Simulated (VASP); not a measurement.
# La (P6_3/mmc) in VASP: notebook

La is run at these levels: PBEsol; tasks: single point, relaxation of cell and atoms.

Everything below comes from runs of VASP 6.6.1. Logs are shortened: lines on timing, memory, paths and dates and some standing lists are left out, and cuts for length are marked.

### Step 1. The cell of the first run

It takes space group P6_3/mmc (No. 194, hexagonal). The conventional cell has a = 3.637 Å, b = 3.637 Å, c = 6.016 Å, α = 90.00°, β = 90.00°, γ = 120.00°. La (site symmetry -6m2) has 12 La at 3.64 to 3.67 Å within 4.8 Å.

### Step 2. Single point, PBEsol

INCAR reads:

```
PREC = Accurate ; ENCUT = 520
EDIFF = 1E-6 ; ISMEAR = -1
SIGMA = 0.05 ; LREAL = F
LASPH = T ; NELM = 60
ALGO = Normal ; ISIF = 2
LWAVE = F ; LCHARG = T
GGA = PS ; LELF = T
LVHAR = T ; NBANDS = 18
```

KPOINTS reads:

```
regular mesh
0
Gamma
  14 14 8
```

POSCAR reads:

```
La
1.0
    3.6373034846      0.0000000000      0.0000000000
   -1.8186517423      3.1499972189      0.0000000000
    0.0000000000      0.0000000000      6.0158277275
La
2
Direct
    0.3333333333      0.6666666667      0.2500000000
    0.6666666667      0.3333333333      0.7500000000
```

Potentials or basis: VASP PAW PBE potentials, release 64 (La).

Command:

```console
cat potpaw_PBE.64/La/POTCAR > POTCAR
mpirun -np 1 vasp_std > vasp.out
```

OUTCAR:

```text
PREC = Accurate
   ENCUT = 520
   EDIFF = 1E-6
   ISMEAR = -1
   LREAL = F
   LASPH = T
   NELM = 60
   ISIF = 2
   GGA = PS

 ion  position               nearest neighbor table
   1  0.333  0.667  0.250-   2 3.67   2 3.67   2 3.67   2 3.67   2 3.67   2 3.67
   2  0.667  0.333  0.750-   1 3.67   1 3.67   1 3.67   1 3.67   1 3.67   1 3.67

  LATTYP: Found a hexagonal cell.
 ALAT       =     3.6373034846
 C/A-ratio  =     1.6539251544

  Lattice vectors:

 A1 = (   3.6373034846,   0.0000000000,   0.0000000000)
 A2 = (  -1.8186517423,   3.1499972189,   0.0000000000)
 A3 = (   0.0000000000,   0.0000000000,   6.0158277275)

Analysis of symmetry for initial positions (statically):
=====================================================================
 Subroutine PRICEL returns:
 Original cell was already a primitive cell.

 Routine SETGRP: Setting up the symmetry group for a
 hexagonal supercell.

 Subroutine GETGRP returns: Found 24 space group operations
 (whereof 12 operations were pure point group operations)
 out of a pool of 24 trial point group operations.

The static configuration has the point symmetry D_3d.
 The point group associated with its full space group is D_6h.

Analysis of symmetry for dynamics (positions and initial velocities):
=====================================================================
 Subroutine PRICEL returns:
 Original cell was already a primitive cell.

 Routine SETGRP: Setting up the symmetry group for a
 hexagonal supercell.

 Subroutine GETGRP returns: Found 24 space group operations
 (whereof 12 operations were pure point group operations)
 out of a pool of 24 trial point group operations.

The dynamic configuration has the point symmetry D_3d.
 The point group associated with its full space group is D_6h.

 Subroutine INISYM returns: Found 24 space group operations
 (whereof 12 operations are pure point group operations),
 and found     1 'primitive' translations

----------------------------------------------------------------------------------------

                                     Primitive cell

  volume of cell :      68.9263

  direct lattice vectors                    reciprocal lattice vectors
     3.637303485  0.000000000  0.000000000     0.274928942  0.158730299  0.000000000
    -1.818651742  3.149997219  0.000000000     0.000000000  0.317460598  0.000000000
     0.000000000  0.000000000  6.015827727     0.000000000  0.000000000  0.166228164

  length of vectors
     3.637303485  3.637303485  6.015827727     0.317460598  0.317460598  0.166228164

  position of ions in fractional coordinates (direct lattice)
     0.333333333  0.666666667  0.250000000
     0.666666667  0.333333333  0.750000000

  ion indices of the primitive-cell ions
   primitive index   ion index
                 1           1
                 2           2

----------------------------------------------------------------------------------------

 KPOINTS: regular mesh

Automatic generation of k-mesh.
 Grid dimensions read from file:
 generate k-points for:   14   14    8

 Generating k-lattice:

  Cartesian coordinates                     Fractional coordinates (reciprocal lattice)
     0.019637782  0.011337878  0.000000000     0.071428571  0.000000000  0.000000000
     0.000000000  0.022675757  0.000000000     0.000000000  0.071428571  0.000000000
     0.000000000  0.000000000  0.020778521     0.000000000  0.000000000  0.125000000

  Length of vectors
     0.022675757  0.022675757  0.020778521

  Shift w.r.t. Gamma in fractional coordinates (k-lattice)
     0.000000000  0.000000000  0.000000000

 Subroutine IBZKPT returns following result:
 ===========================================

 Found    120 irreducible k-points:

 Following reciprocal coordinates:
            Coordinates               Weight
  0.000000  0.000000  0.000000      1.000000
  0.071429  0.000000  0.000000      6.000000
  0.142857  0.000000  0.000000      6.000000
  0.214286  0.000000  0.000000      6.000000
  0.285714  0.000000  0.000000      6.000000
  0.357143  0.000000  0.000000      6.000000
[... 16 lines left out ...]
  0.285714  0.285714  0.000000      6.000000
  0.357143  0.285714  0.000000      6.000000
 [... further k-points ...]
   k-points           NKPTS =    120   k-points in BZ     NKDIM =    120   number of bands    NBANDS=     18
   number of dos      NEDOS =    301   number of ions     NIONS =      2
   total plane-waves  NPLWV =  37632
   dimension x,y,z NGX =    28 NGY =   28 NGZ =   48
   dimension x,y,z NGXF=    56 NGYF=   56 NGZF=   96
   ions per type =               2
   NGX,Y,Z   is equivalent  to a cutoff of  12.80, 12.80, 13.26 a.u.
   NGXF,Y,Z  is equivalent  to a cutoff of  25.60, 25.60, 26.53 a.u.
 SYSTEM =  unknown system
   PREC   = accura    normal or accurate (medium, high low for compatibility)
   ISTART =      0    job   : 0-new  1-cont  2-samecut
   ICHARG =      2    charge: 1-file 2-atom 10-const
   ISPIN  =      1    spin polarized calculation?
   LNONCOLLINEAR =      F non collinear calculations
   LSORBIT =      F    spin-orbit coupling
   LASPH  =      T    aspherical Exc in radial PAW
   ENCUT  =  520.0 eV  38.22 Ry    6.18 a.u.   6.76  6.76 11.19*2*pi/ulx,y,z
   NELM   =     60;   NELMIN=  2; NELMDL= -5     # of ELM steps
   EDIFF  = 0.1E-05   stopping-criterion for ELM
   LREAL  =      F    real-space projection
   EDIFFG = 0.1E-04   stopping-criterion for IOM
   NSW    =      0    number of steps for IOM
   IBRION =     -1    ionic relax: 0-MD 1-quasi-New 2-CG
   NFREE  =      0    steps in history (QN), initial steepest desc. (CG)
   ISIF   =      2    stress and relaxation
   ISYM   =      2    0-nonsym 1-usesym 2-fastsym
   POTIM  = 0.5000    time-step for ionic-motion
   TEBEG  =    0.0;   TEEND  =   0.0 temperature during run
   PSTRESS=    0.0 pullay stress
   NELECT =      22.0000    total number of electrons
   NUPDOWN=      -1.0000    fix difference up-down
   EMIN   =  10.00;   EMAX   =-10.00  energy-range for DOS
   EFERMI =   0.00;   METHOD = LEGACY
   ISMEAR =    -1;   SIGMA  =   0.05  broadening in eV -4-tet -1-fermi 0-gaus
   EFERMI_NEDOS =   21; number of points for ismear=-14 and -15
   IALGO  =     38    algorithm
   IMIX   =      4    mixing-type and parameters
     AMIX     =   0.40;   BMIX     =  1.00
     AMIX_MAG =   1.60;   BMIX_MAG =  1.00
  volume/ion in A,a.u.               =      34.46       232.57
  Fermi-wavevector in a.u.,A,eV,Ry     =   1.118804  2.114233 17.030718  1.251722
  Thomas-Fermi vector in A             =   2.255438
   LORBIT       =      0    0 simple, 1 ext, 2 COOP (PROOUT), +10 PAW based schemes
   GGA     = PS    functional components
   LHFCALC =     F    Hartree Fock is set to
   AEXX    =    0.0000 exact exchange contribution
   IVDW    =     0    specifies the selected vdW correction
   LEPSILON=     F    determine dielectric tensor
   LRPA    =     F    only Hartree local field effects (RPA)
 non-spin polarized calculation
  energy-cutoff  :      520.00
  volume of cell :       68.93
 maximum number of plane-waves:      1872
 NGX is ok and might be reduce to    28
   NGX = 13   NGY = 13   NGZ = 23

 number of electron      21.9999999 magnetization

 Free energy of the ion-electron system (eV)
  ---------------------------------------------------
  ext. energy  EPLUGINS =         0.00000000
  ---------------------------------------------------
  free energy    TOTEN  =       -10.63660022 eV

  energy without entropy =      -10.60745580  energy(sigma->0) =      -10.62202801

 E-fermi :   8.4335     XC(G=0):  -9.9937

 val. band max:        8.4331234999   @ k =   0.4286   0.1429   0.2500
 cond. band min:       8.4485555770   @ k =   0.3571   0.2143   0.2500
 fundamental gap:      0.0154320771
 Fermi energy:         8.4335360149

 k-point     1 :       0.0000    0.0000    0.0000
  band No.  band energies     occupation
      1     -24.2908      2.00000
      2     -24.0393      2.00000
      3      -8.7608      2.00000
      4      -7.2537      2.00000
      5      -7.2537      2.00000
      6      -7.0664      2.00000
[... 10 lines left out ...]
     17      10.2804      0.00000
     18      10.4200      0.00000

 k-point     2 :       0.0714    0.0000    0.0000
  band No.  band energies     occupation
      1     -24.2794      2.00000
      2     -24.0330      2.00000
      3      -8.7343      2.00000
      4      -7.3306      2.00000
      5      -7.2767      2.00000
      6      -7.1261      2.00000
[... 10 lines left out ...]
     17      10.3129      0.00000
     18      10.4438      0.00000

 k-point     3 :       0.1429    0.0000    0.0000
  band No.  band energies     occupation
      1     -24.2466      2.00000
      2     -24.0159      2.00000
      3      -8.6570      2.00000
      4      -7.5419      2.00000
      5      -7.3386      2.00000
      6      -7.3371      2.00000
[... 10 lines left out ...]
     17      10.2708      0.00000
     18      10.3760      0.00000

 k-point     4 :       0.2143    0.0000    0.0000
  band No.  band energies     occupation
      1     -24.1977      2.00000
      2     -23.9921      2.00000
      3      -8.5359      2.00000
      4      -7.8370      2.00000
      5      -7.6224      2.00000
      6      -7.4230      2.00000
[... 375 lines left out ...]
      4      -8.2460      2.00000
      5      -7.9631      2.00000
      6      -7.8936      2.00000
[... 10 lines left out ...]
     17      10.3991      0.00000
     18      10.5360      0.00000

 k-point    23 :       0.2857    0.2857    0.0000
  band No.  band energies     occupation
      1     -23.9886      2.00000
      2     -23.9413      2.00000
      3      -8.4121      2.00000
      4      -8.2353      2.00000
      5      -8.0015      2.00000
      6      -7.8736      2.00000
[... 10 lines left out ...]
     17      10.3849      0.00000
     18      10.5179      0.00000

 k-point    24 :       0.3571    0.2857    0.0000
  band No.  band energies     occupation
      1     -23.9695      2.00000
      2     -23.9487      2.00000
      3      -8.4062      2.00000
      4      -8.1595      2.00000
      5      -8.1206      2.00000
      6      -7.8250      2.00000
[... 10 lines left out ...]
     17      10.3496      0.00000
     18      10.4242      0.00000

 [... further k-points ...]

------------------------ aborting loop because EDIFF is reached ----------------------------------------

  FORCE on cell =-STRESS in cart. coord.  units (eV):
  Direction    XX          YY          ZZ          XY          YZ          ZX
  --------------------------------------------------------------------------------------
  -------------------------------------------------------------------------------------
  Total        0.0257883      0.0257883      0.0350429      0.0000000      0.0000000      0.0000000
  in kB        0.5994444      0.5994444      0.8145635      0.0000000      0.0000000      0.0000000
  external PRESSURE =       0.6711508 kB  Pullay stress =       0.0000000 kB

 VOLUME and BASIS-vectors are now :
 -----------------------------------------------------------------------------
  energy-cutoff  :      520.00
  volume of cell :       68.93
      direct lattice vectors                 reciprocal lattice vectors
     3.637303485  0.000000000  0.000000000     0.274928942  0.158730299  0.000000000
    -1.818651742  3.149997219  0.000000000     0.000000000  0.317460598  0.000000000
     0.000000000  0.000000000  6.015827727     0.000000000  0.000000000  0.166228164

 POSITION                                       TOTAL-FORCE (eV/Angst)
 -----------------------------------------------------------------------------------
     -0.00000      2.10000      1.50396        -0.000000      0.000000      0.000000
      1.81865      1.05000      4.51187         0.000000     -0.000000      0.000000
 -----------------------------------------------------------------------------------
    total drift:                               -0.000000      0.000000     -0.000000

  FREE ENERGIE OF THE ION-ELECTRON SYSTEM (eV)
  ---------------------------------------------------
  free  energy   TOTEN  =       -10.6366002218 eV

  energy  without entropy=      -10.6074557965  energy(sigma->0) =      -10.62202801
```

It took 4.4 min on 1 thread of Oxide Virtual Turin-like, shared host; peak memory 0.26 GiB.

Results:

| Item | Value |
| --- | --- |
| Free energy | -10.6366 eV |
| Pressure | 0.1 GPa |
| Band gap on the k mesh | zero (bands 11 and 12 overlap by 1.59 eV) |

Caveat: the PAW data sets were made with another functional, which shifts forces and pressure a little; spin-orbit coupling is left out, which moves the levels of the heavy elements.

### Step 3. Relaxation of cell and atoms, PBEsol

This run uses another cell than the first one, of 36.96 Å³/atom.

INCAR reads:

```
PREC = Accurate ; ENCUT = 600
EDIFF = 1E-7 ; ISMEAR = -1
SIGMA = 0.05 ; LREAL = F
LASPH = T ; NELM = 80
ALGO = Normal ; ISIF = 3
LWAVE = F ; LCHARG = F
GGA = PS ; IBRION = 2
NSW = 100 ; EDIFFG = -0.002
```

KPOINTS is that of step 2.

POSCAR reads:

```
La
1.0
    3.7500000000      0.0000000000      0.0000000000
   -1.8750000000      3.2475952642      0.0000000000
    0.0000000000      0.0000000000      6.0700000000
La
2
Direct
    0.3333333333      0.6666666667      0.2500000000
    0.6666666667      0.3333333333      0.7500000000
```

Potentials or basis: VASP PAW PBE potentials, release 64 (La).

Command:

```console
cat potpaw_PBE.64/La/POTCAR > POTCAR
mpirun -np 1 vasp_std > vasp.out
```

Run time: 27 min. Hardware: 1 thread of Oxide Virtual Turin-like, shared host; peak memory 0.31 GiB.

The run converged. Its results:

```
Free energy                           : -10.6369 eV
Relaxed volume                        : 34.54 Å³/atom
Relaxed cell                          : a = 3.640 Å, b = 3.640 Å, c = 6.021 Å, α = 90.00°, β = 90.00°, γ = 120.00°
Space group after relaxing (to 0.1 Å) : P6_3/mmc (No. 194)
Energy gained by relaxing             : 13.3 meV/atom
Ionic steps                           : 10
Pressure after relaxing               : 0.0 GPa
Band gap on the k mesh                : zero (bands 11 and 12 overlap by 1.59 eV)
```

Step by step:
| step | energy change (eV) | largest force (eV/Å) | pressure (GPa) | volume (Å³) |
| --- | --- | --- | --- | --- |
| 1 | 0.0000 | 0.0000 | -1.63 | 73.92 |
| 2 | -0.0243 | 0.0000 | -0.27 | 69.97 |
| 3 | -0.0250 | 0.0000 | 0.00 | 69.26 |
| 4 | -0.0250 | 0.0000 | 0.04 | 69.17 |
| 5 | -0.0258 | 0.0000 | 0.03 | 69.12 |
| 6 | -0.0264 | 0.0000 | 0.04 | 68.95 |
| 7 | -0.0265 | 0.0000 | 0.03 | 69.01 |
| 8 | -0.0265 | 0.0000 | 0.03 | 69.01 |
| 9 | -0.0265 | 0.0000 | -0.01 | 69.11 |
| 10 | -0.0265 | 0.0000 | 0.00 | 69.09 |

Final structure:
```xyz
2
Lattice="3.6400 0.0000 0.0000 -1.8200 3.1523 0.0000 0.0000 0.0000 6.0211" Properties=species:S:1:pos:R:3 pbc="T T T"
La    0.0000    2.1015    1.5053
La    1.8200    1.0508    4.5158
```

Levels at points of the mesh, in eV from the Fermi level:
| k point | band 7 | band 8 | band 9 | band 10 | band 11 | band 12 | band 13 | band 14 | band 15 |
| --- | --- | --- | --- | --- | --- | --- | --- | --- | --- |
| (0.00, 0.00, 0.00) | -15.49 | -15.49 | -3.16 | -1.82 | 1.07 | 1.44 | 1.44 | 1.67 | 1.74 |
| (0.50, 0.00, 0.00) | -15.90 | -15.72 | -1.75 | -1.28 | -1.20 | 1.36 | 1.41 | 1.43 | 1.61 |
| (0.00, 0.00, 0.50) | -15.59 | -15.59 | -1.82 | -1.82 | 0.65 | 0.65 | 1.51 | 1.51 | 1.51 |
| (0.50, 0.00, 0.50) | -15.91 | -15.91 | -1.79 | -1.79 | -0.52 | -0.52 | 1.73 | 1.73 | 1.98 |

Caveat: the PAW data sets were made with another functional, which shifts forces and pressure a little; spin-orbit coupling is left out, which moves the levels of the heavy elements.
